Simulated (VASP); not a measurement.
A run of VASP 6.6.1:

Contents of INCAR:

```
SYSTEM = MgS5
PREC     = Accurate       ! precision mode
ENCUT    = 600            ! plane-wave cutoff, eV
EDIFF    = 1E-6           ! SCF threshold, eV
ISMEAR   = 0              ! smearing method
SIGMA    = 0.1            ! smearing width, eV
LREAL    = .FALSE.        ! projectors in reciprocal space
LASPH    = .TRUE.         ! aspherical terms in the spheres
NELM     = 60             ! most SCF steps
ALGO     = Normal         ! electronic algorithm
ISIF     = 3              ! what is computed and relaxed
LWAVE    = .FALSE.        ! write WAVECAR
LCHARG   = .FALSE.        ! write CHGCAR
GGA      = PE             ! functional
IBRION   = 2              ! ionic algorithm
NSW      = 90             ! ionic steps
EDIFFG   = -0.04          ! ionic threshold
```

Contents of KPOINTS:

```
regular mesh
0
G
  6 6 4
  0 0 0
```

POSCAR

```
MgS5
1.0
    5.6170294101      0.0000000000      0.0000000000
   -2.8085147051      4.8644901630      0.0000000000
    0.0000000000      0.0000000000      4.0844830020
Mg S
1 5
Direct
    0.0000000000      0.0000000000      0.0000000000
    0.5000000000      0.0000000000      0.5000000000
    0.5000000000      0.5000000000      0.5000000000
    0.0000000000      0.5000000000      0.5000000000
    0.3333333333      0.6666666667      0.0000000000
    0.6666666667      0.3333333333      0.0000000000
```

Potentials or basis: VASP PAW PBE potentials, release 64 (Mg, S).

The run is started by

```console
$ cat potpaw_PBE.64/Mg/POTCAR potpaw_PBE.64/S/POTCAR > POTCAR
$ mpirun -np 1 vasp_std > vasp.out
```

Hardware: 1 thread of AMD EPYC 7R13, with other jobs on the host.

How long does it take, and how much memory?

It took 21 min on 1 thread of AMD EPYC 7R13, on a shared host, peak memory 0.28 GiB. Counts: scf iterations 129, k points 21, ion steps 15.
